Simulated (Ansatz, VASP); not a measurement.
Two plane-wave programs on Mg

```
CELL_PARAMETERS angstrom
-1.82595 1.77276 1.82595
1.71958 -1.77276 1.71958
1.82595 1.77276 -1.82595
ATOMIC_POSITIONS crystal
Mg 0.00000 0.00000 0.00000
```

Change from the starting cell: strain -0.0600 x Voigt [0, 0, 0, 0, 1, 0], atoms carried along.

Alike in both runs: task single point; functional PBE; k mesh 18 × 18 × 18; occupations gaussian, width 0.15 eV; no spin polarisation.

|  | VASP | Ansatz |
| --- | --- | --- |
| version | VASP 6.6.1 | Ansatz 0.2.0 |
| potentials or method | VASP PAW PBE potentials, release 64 (Mg), cutoff 520 eV | scalar-relativistic, plane waves, PAW |
| valence electrons in the cell | 2 | 10 |

```csv
,VASP,Ansatz,Ansatz less VASP
gap on the k mesh at the Fermi level (eV),none,none,-
pressure (GPa),1.1,1.2,+0.12
"traceless stress, the component that is largest in VASP (GPa)",1.92,1.91,-0.004
```

A gap of «none» marks a metal or a gap that the smearing closes. VASP's potentials hold 2 valence electrons a cell and Ansatz's 10, so a difference there can come from the potentials and not from the codes.
